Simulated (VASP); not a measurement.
# CsH3 (I4/mmm) in VASP: notebook

The runs below take CsH3 through single point, with PBE.

Everything below comes from runs of VASP 6.6.1. Logs are shortened: lines on timing, memory, paths and dates and some standing lists are left out, and cuts for length are marked.

## Step 1: The cell of the first run

It takes space group I4/mmm (No. 139, tetragonal). Conventional cell: a = 3.857 Å, b = 3.857 Å, c = 8.852 Å, α = 90.00°, β = 90.00°, γ = 90.00°. Within 3.6 Å of Cs (site symmetry 4/mmm) lie 12 H at 2.73 to 2.94 Å. Within 3.6 Å of H (site symmetry 4/mmm) lie 4 Cs at 2.73 Å and 8 H at 2.94 Å. H (site symmetry -4m2) has 8 H at 2.73 to 2.94 Å and 4 Cs at 2.94 Å within 3.6 Å.

The cell was built from a structure type or drawn by symmetry, and may not be a known phase.

## Step 2: Single point, PBE

INCAR

```
ALGO = Normal
EDIFF = 1E-6
ENCUT = 520
GGA = PE
ISIF = 2
ISMEAR = 0
LASPH = True
LCHARG = False
LREAL = False
LWAVE = False
NBANDS = 14
NELM = 80
PREC = Accurate
SIGMA = 0.1
```

KPOINTS

```
k-points
0
Gamma
  6 6 6
```

POSCAR

```
CsH3
1.0
   -1.9284767900      1.9284767900      4.4258363600
    1.9284767900     -1.9284767900      4.4258363600
    1.9284767900      1.9284767900     -4.4258363600
Cs H
1 3
Direct
    0.0000000000      0.0000000000      0.0000000000
    0.5000000000      0.5000000000      0.0000000000
    0.7500000000      0.2500000000      0.5000000000
    0.2500000000      0.7500000000      0.5000000000
```

Potentials or basis: VASP PAW PBE potentials, release 64 (Cs_sv, H).

Launch:

```bash
cat potpaw_PBE.64/Cs_sv/POTCAR potpaw_PBE.64/H/POTCAR > POTCAR
mpirun -np 1 vasp_std > vasp.out
```

OUTCAR:

```text
EDIFF = 1E-6
   ENCUT = 520
   GGA = PE
   ISIF = 2
   ISMEAR = 0
   LASPH = True
   LREAL = False
   NELM = 80
   PREC = Accurate

 ion  position               nearest neighbor table
   1  0.000  0.000  0.000-
   2  0.500  0.500  0.000-
   3  0.750  0.250  0.500-
   4  0.250  0.750  0.500-

  LATTYP: Found a body centered tetragonal cell.
 ALAT       =     3.8569535800
 C/A-ratio  =     2.2949907320

  Lattice vectors:

 A1 = (  -1.9284767900,   1.9284767900,   4.4258363600)
 A2 = (   1.9284767900,  -1.9284767900,   4.4258363600)
 A3 = (   1.9284767900,   1.9284767900,  -4.4258363600)

Analysis of symmetry for initial positions (statically):
=====================================================================
 Subroutine PRICEL returns:
 Original cell was already a primitive cell.

 Routine SETGRP: Setting up the symmetry group for a
 body centered tetragonal supercell.

 Subroutine GETGRP returns: Found 16 space group operations
 (whereof 16 operations were pure point group operations)
 out of a pool of 16 trial point group operations.

The static configuration has the point symmetry D_4h.

Analysis of symmetry for dynamics (positions and initial velocities):
=====================================================================
 Subroutine PRICEL returns:
 Original cell was already a primitive cell.

 Routine SETGRP: Setting up the symmetry group for a
 body centered tetragonal supercell.

 Subroutine GETGRP returns: Found 16 space group operations
 (whereof 16 operations were pure point group operations)
 out of a pool of 16 trial point group operations.

The dynamic configuration has the point symmetry D_4h.

 Subroutine INISYM returns: Found 16 space group operations
 (whereof 16 operations are pure point group operations),
 and found     1 'primitive' translations

----------------------------------------------------------------------------------------

                                     Primitive cell

  volume of cell :      65.8391

  direct lattice vectors                    reciprocal lattice vectors
    -1.928476790  1.928476790  4.425836360     0.000000000  0.259271982  0.112972997
     1.928476790 -1.928476790  4.425836360     0.259271982  0.000000000  0.112972997
     1.928476790  1.928476790 -4.425836360     0.259271982  0.259271982  0.000000000

  length of vectors
     5.198660688  5.198660688  5.198660688     0.282815945  0.282815945  0.366665954

[... 97 lines left out ...]
   EMIN   =  10.00;   EMAX   =-10.00  energy-range for DOS
   EFERMI =   0.00;   METHOD = LEGACY
   ISMEAR =     0;   SIGMA  =   0.10  broadening in eV -4-tet -1-fermi 0-gaus
   EFERMI_NEDOS =   21; number of points for ismear=-14 and -15
   IALGO  =     38    algorithm
   IMIX   =      4    mixing-type and parameters
     AMIX     =   0.40;   BMIX     =  1.00
     AMIX_MAG =   1.60;   BMIX_MAG =  1.00
  volume/ion in A,a.u.               =      16.46       111.08
  Fermi-wavevector in a.u.,A,eV,Ry     =   0.928198  1.754039 11.722114  0.861551
  Thomas-Fermi vector in A             =   2.054349
   LORBIT       =      0    0 simple, 1 ext, 2 COOP (PROOUT), +10 PAW based schemes
   GGA     = PE    functional components
   LHFCALC =     F    Hartree Fock is set to
   AEXX    =    0.0000 exact exchange contribution
   IVDW    =     0    specifies the selected vdW correction
   LEPSILON=     F    determine dielectric tensor
   LRPA    =     F    only Hartree local field effects (RPA)
 non-spin polarized calculation
 Gauss-broadening in eV      SIGMA  =   0.10
  energy-cutoff  :      520.00
  volume of cell :       65.84
 maximum number of plane-waves:      1785
 NGX is ok and might be reduce to    40
   NGX = 19   NGY = 19   NGZ = 19

 number of electron      12.0000000 magnetization

 Free energy of the ion-electron system (eV)
  ---------------------------------------------------
  ext. energy  EPLUGINS =         0.00000000
  ---------------------------------------------------
  free energy    TOTEN  =        -6.36755752 eV

  energy without entropy =       -6.34901694  energy(sigma->0) =       -6.35828723

 E-fermi :  -0.9570     XC(G=0):  -8.2248

 val. band max:       -0.9593460032   @ k =   0.5000   0.3333   0.0000
 cond. band min:      -0.9433909029   @ k =  -0.3333   0.3333   0.3333
 fundamental gap:      0.0159551003
 Fermi energy:        -0.9569536502

 k-point     1 :       0.0000    0.0000    0.0000
  band No.  band energies     occupation
      1     -20.8542      2.00000
      2      -7.5599      2.00000
      3      -7.0487      2.00000
      4      -7.0487      2.00000
      5      -4.0586      2.00000
      6      -1.2619      1.99998
      7       0.3123      0.00000
      8       4.1478      0.00000
      9       6.5171      0.00000
     10       6.5171      0.00000
     11       7.1376      0.00000
     12       8.8250      0.00000
     13       9.8386      0.00000
     14      11.8887      0.00000
[... 377 lines left out ...]
      1     -20.8012      2.00000
      2      -7.9756      2.00000
      3      -7.5877      2.00000
      4      -7.0273      2.00000
      5      -2.8316      2.00000
      6      -1.2098      1.99965
      7      -0.1492      0.00000
      8       5.0593      0.00000
      9       6.7495      0.00000
     10       7.2694      0.00000
     11       8.0593      0.00000
     12       8.4896      0.00000
     13       8.6398      0.00000
     14      10.4789      0.00000

 [... further k-points ...]

------------------------ aborting loop because EDIFF is reached ----------------------------------------

  FORCE on cell =-STRESS in cart. coord.  units (eV):
  Direction    XX          YY          ZZ          XY          YZ          ZX
  --------------------------------------------------------------------------------------
  -------------------------------------------------------------------------------------
  Total        0.6293624      0.6293624      1.0624830      0.0000000     -0.0000000      0.0000000
  in kB       15.3153596     15.3153596     25.8552297      0.0000000     -0.0000000      0.0000000
  external PRESSURE =      18.8286496 kB  Pullay stress =       0.0000000 kB

 VOLUME and BASIS-vectors are now :
 -----------------------------------------------------------------------------
  energy-cutoff  :      520.00
  volume of cell :       65.84
      direct lattice vectors                 reciprocal lattice vectors
    -1.928476790  1.928476790  4.425836360     0.000000000  0.259271982  0.112972997
     1.928476790 -1.928476790  4.425836360     0.259271982  0.000000000  0.112972997
     1.928476790  1.928476790 -4.425836360     0.259271982  0.259271982  0.000000000

 POSITION                                       TOTAL-FORCE (eV/Angst)
 -----------------------------------------------------------------------------------
      0.00000      0.00000      0.00000         0.000000      0.000000     -0.000000
      0.00000      0.00000      4.42584         0.000000      0.000000     -0.000000
     -0.00000      1.92848      2.21292         0.000000      0.000000      0.000000
      1.92848     -0.00000      2.21292        -0.000000     -0.000000     -0.000000
 -----------------------------------------------------------------------------------
    total drift:                               -0.000000     -0.000000      0.000000

  FREE ENERGIE OF THE ION-ELECTRON SYSTEM (eV)
  ---------------------------------------------------
  free  energy   TOTEN  =        -6.3675575176 eV

  energy  without entropy=       -6.3490169374  energy(sigma->0) =       -6.35828723
```

OSZICAR:

```text
N       E                     dE             d eps       ncg     rms          rms(c)
DAV:   1     0.416925356875E+02    0.41693E+02   -0.50392E+03   840   0.722E+02
DAV:   2    -0.289385376474E+01   -0.44586E+02   -0.42308E+02  1156   0.112E+02
DAV:   3    -0.656366610340E+01   -0.36698E+01   -0.36329E+01  1056   0.322E+01
DAV:   4    -0.659323904781E+01   -0.29573E-01   -0.29565E-01   990   0.341E+00
DAV:   5    -0.659335242792E+01   -0.11338E-03   -0.11338E-03  1116   0.222E-01    0.284E+00
DAV:   6    -0.658459328850E+01    0.87591E-02   -0.26085E+00   992   0.259E+00    0.342E+00
DAV:   7    -0.638199062963E+01    0.20260E+00   -0.89800E-01  1004   0.135E+00    0.665E-01
DAV:   8    -0.636625208480E+01    0.15739E-01   -0.49114E-02  1068   0.108E+00    0.172E-01
DAV:   9    -0.636748778706E+01   -0.12357E-02   -0.66912E-03  1056   0.416E-01    0.810E-02
DAV:  10    -0.636755857130E+01   -0.70784E-04   -0.43669E-04   942   0.114E-01    0.161E-02
DAV:  11    -0.636755481430E+01    0.37570E-05   -0.25037E-05  1050   0.297E-02    0.576E-03
DAV:  12    -0.636755745636E+01   -0.26421E-05   -0.44962E-06  1044   0.122E-02    0.114E-03
DAV:  13    -0.636755751759E+01   -0.61228E-07   -0.18941E-07   582   0.235E-03
   1 F= -.63675575E+01 E0= -.63582872E+01  d E =-.185406E-01
```

stdout:

```text
POSCAR found type information on POSCAR CsH
 POSCAR found :  2 types and       4 ions
 scaLAPACK will be used
 LDA part: xc-table for (Slater+PW92), standard interpolation
 POSCAR, INCAR and KPOINTS ok, starting setup
 FFT: planning ... GRIDC
 FFT: planning ... GRID_SOFT
 FFT: planning ... GRID
 WAVECAR not read
 entering main loop
```

It took 85 s on 1 thread of AMD EPYC 9755, shared host; peak memory 0.19 GiB.

What came out:

| Property | Result |
| --- | --- |
| Free energy | -6.3676 eV |
| Pressure | 1.9 GPa |
| Band gap on the k mesh | zero (bands 6 and 7 overlap by 0.51 eV) |

Caveat: spin-orbit coupling is left out, which moves the levels of the heavy elements.

## Step 3: Single point, PBE

This run uses another cell than the first one, of 18.66 Å³/atom.

INCAR

```
SYSTEM = CsH3
PREC = Accurate
ENCUT = 520
EDIFF = 1E-7
ISMEAR = 0
SIGMA = 0.1
LREAL = .FALSE.
LASPH = .TRUE.
NELM = 80
ALGO = Normal
ISIF = 2
LWAVE = .FALSE.
LCHARG = .FALSE.
GGA = PE
NBANDS = 14
```

KPOINTS

```
regular mesh
0
G
  16 16 16
  0 0 0
```

POSCAR

```
CsH3
1.0
   -1.8879141014      1.8879141014      5.2360959261
    1.8879141014     -1.8879141014      5.2360959261
    1.8879141014      1.8879141014     -5.2360959261
Cs H
1 3
Direct
    0.0000000000      0.0000000000      0.0000000000
    0.5000000000      0.5000000000      0.0000000000
    0.7500000000      0.2500000000      0.5000000000
    0.2500000000      0.7500000000      0.5000000000
```

Potentials or basis: VASP PAW PBE potentials, release 64 (Cs_sv, H).

Launch:

```bash
cat potpaw_PBE.64/Cs_sv/POTCAR potpaw_PBE.64/H/POTCAR > POTCAR
mpirun -np 1 vasp_std > vasp.out
```

It took 24 min on 1 thread of AMD EPYC 9755, shared host; peak memory 0.52 GiB.

It converged, with:

```
Free energy            : -6.4751 eV
Pressure               : 0.0 GPa
Band gap on the k mesh : zero (bands 6 and 7 overlap by 0.53 eV)
```

Stress tensor (GPa, compression positive):
```
 0.05  0.00  0.00
 0.00  0.05  0.00
 0.00  0.00 -0.06
```

Levels at points of the mesh, in eV from the Fermi level:
```csv
k point,band 4,band 5,band 6,band 7,band 8,band 9
"(0.00, 0.00, 0.00)",-6.35,-2.88,-0.92,1.76,4.89,7.19
"(0.50, 0.00, 0.00)",-6.16,-0.91,-0.28,0.78,4.72,5.87
"(0.50, 0.50, 0.00)",-6.64,-1.76,-0.39,0.10,5.92,6.18
"(0.50, 0.50, 0.50)",-6.35,-1.63,-1.46,1.54,5.62,6.51
```

Caveat: spin-orbit coupling is left out, which moves the levels of the heavy elements.

## Step 4: Single point, PBE

This run uses another cell than the first one, of 18.68 Å³/atom.

INCAR

```
SYSTEM = CsH3
PREC = Accurate
ENCUT = 520
EDIFF = 1E-6
ISMEAR = 0
SIGMA = 0.1
LREAL = .FALSE.
LASPH = .TRUE.
NELM = 80
ALGO = Normal
ISIF = 2
LWAVE = .FALSE.
LCHARG = .TRUE.
GGA = PE
LELF = .TRUE.
LVHAR = .TRUE.
NBANDS = 14
```

KPOINTS

```
Automatic mesh
0
G
  18 18 18
  0 0 0
```

POSCAR

```
CsH3
1.0
   -1.8894744963      1.8894744963      5.2322340627
    1.8894744963     -1.8894744963      5.2322340627
    1.8894744963      1.8894744963     -5.2322340627
Cs H
1 3
Direct
    0.0000000000      0.0000000000      0.0000000000
    0.5000000000      0.5000000000      0.0000000000
    0.7500000000      0.2500000000      0.5000000000
    0.2500000000      0.7500000000      0.5000000000
```

Launch:

```bash
cat potpaw_PBE.64/Cs_sv/POTCAR potpaw_PBE.64/H/POTCAR > POTCAR
mpirun -np 1 vasp_std > vasp.out
```

Wall time 28 min (1 thread of AMD EPYC 9755, shared host); peak memory 0.63 GiB.

The run converged. Its results:

```yaml
Free_energy: -6.4747 eV
Pressure: 0.0 GPa
Band_gap_on_the_k_mesh: zero (bands 6 and 7 overlap by 0.61 eV)
```

Stress tensor (GPa, compression positive):
```
 0.08  0.00  0.00
 0.00  0.08  0.00
 0.00  0.00 -0.11
```

Levels at points of the mesh, in eV from the Fermi level:
| k point | band 2 | band 3 | band 4 | band 5 | band 6 | band 7 | band 8 | band 9 | band 10 | band 11 |
| --- | --- | --- | --- | --- | --- | --- | --- | --- | --- | --- |
| (0.00, 0.00, 0.00) | -7.05 | -6.35 | -6.35 | -2.88 | -0.92 | 1.75 | 4.89 | 7.19 | 8.11 | 8.11 |
| (0.50, 0.00, 0.00) | -8.27 | -6.90 | -6.16 | -0.91 | -0.28 | 0.77 | 4.71 | 5.87 | 7.20 | 8.53 |
| (0.50, 0.50, 0.00) | -7.70 | -7.66 | -6.64 | -1.76 | -0.39 | 0.10 | 5.92 | 6.18 | 6.60 | 8.26 |
| (0.50, 0.50, 0.50) | -7.36 | -6.36 | -6.36 | -1.62 | -1.47 | 1.53 | 5.62 | 6.52 | 9.30 | 9.30 |

Caveat: spin-orbit coupling is left out, which moves the levels of the heavy elements.

## Step 5: Summary

| cell | k mesh | gap on the mesh (eV) | pressure (GPa) |
| --- | --- | --- | --- |
| a = 5.199 Å, angles 136.5, 136.5, 63.3°, 4 atoms | 6 × 6 × 6 | none | 1.9 |
| a = 5.878 Å, angles 142.5, 142.5, 54.0°, 4 atoms | 16 × 16 × 16 | none | 0.0 |
| a = 5.875 Å, angles 142.5, 142.5, 54.1°, 4 atoms | 18 × 18 × 18 | none | 0.0 |

Alike in all rows: task single point; level PBE; potentials or basis VASP PAW PBE potentials, release 64 (Cs_sv, H); no spin polarisation; cutoff (eV) 520; smearing gaussian 0.1 eV.

Caveats: spin-orbit coupling is left out, which moves the levels of the heavy elements.

Absolute energies hang on the potentials; compare differences alone.
